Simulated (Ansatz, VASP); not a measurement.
Two plane-wave programs on SnO2

File INCAR:

```
  PREC = Accurate
  ENCUT = 600
  EDIFF = 1E-6
  ISMEAR = 0
  SIGMA = 0.01
  LREAL = False
  LASPH = True
  NELM = 120
  ALGO = Normal
  ISIF = 2
  LWAVE = False
  LCHARG = False
  GGA = PE
  IVDW = 13
  NBANDS = 35
  GGA_COMPAT = False
```

The input KPOINTS:

```
Automatic mesh
0
Gamma
  6 6 6
```

File POSCAR:

```
SnO2
1.0
   -1.9996340854      1.9996340854      5.1012674953
    1.9996340854     -1.9996340854      5.1012674953
    1.9996340854      1.9996340854     -5.1012674953
Sn O
2 4
Direct
    0.7500000000      0.2500000000      0.5000000000
    0.0000000000      0.0000000000      0.0000000000
    0.5463402343      0.0463402343      0.5000000000
    0.7963402343      0.7963402343      0.0000000000
    0.2036597657      0.2036597657      0.0000000000
    0.9536597657      0.4536597657      0.5000000000
```

Input for Ansatz:

```yaml
crystal:
  lattice:
    - [-1.9996340854, 1.9996340854, 5.1012674953]
    - [1.9996340854, -1.9996340854, 5.1012674953]
    - [1.9996340854, 1.9996340854, -5.1012674953]
  atoms:
    - { symbol: Sn, position: [0.75, 0.25, 0.5] }
    - { symbol: Sn, position: [0.0, 0.0, 0.0] }
    - { symbol: O, position: [0.5463402343, 0.0463402343, 0.5] }
    - { symbol: O, position: [0.7963402343, 0.7963402343, 0.0] }
    - { symbol: O, position: [0.2036597657, 0.2036597657, 0.0] }
    - { symbol: O, position: [0.9536597657, 0.4536597657, 0.5] }
kpoints:
  mp_grid: { grid: [6, 6, 6] }
hamiltonian:
  xc: pbe
  dispersion: d4
scf:
  occupations: { method: fixed }
  n_extra_bands: 5
output:
  forces: true
  stress: true
  eigenvalues: true
```

Alike in both runs: task single point; functional PBE; dispersion D4; k mesh 6 × 6 × 6; no spin polarisation.

```csv
,VASP,Ansatz
version,VASP 6.6.1,Ansatz 0.2.0
potentials or method,"VASP PAW PBE potentials, release 64 (Sn_d, O)",plane waves
plane-wave cutoff (eV),600,420
occupations,"gaussian, width 0.01 eV",fixed
valence electrons in the cell,52,52
```

Ansatz gave:

| Property | Result |
| --- | --- |
| gap on the k mesh at the Fermi level (eV) | 1.72 |
| pressure (GPa) | 3.8 |
| traceless stress, the component that is largest in VASP (GPa) | 0.32 |
| rms of the force components (eV/Å) | 0.047 |

**Question.** Estimate VASP's values.

**Answer.** gap on the k mesh at the Fermi level (eV): 1.71; pressure (GPa): 4.2; traceless stress, the component that is largest in VASP (GPa): 0.47; rms of the force components (eV/Å): 0.060.

Atom by atom the forces differ by 0.012 eV/Å (rms over components).
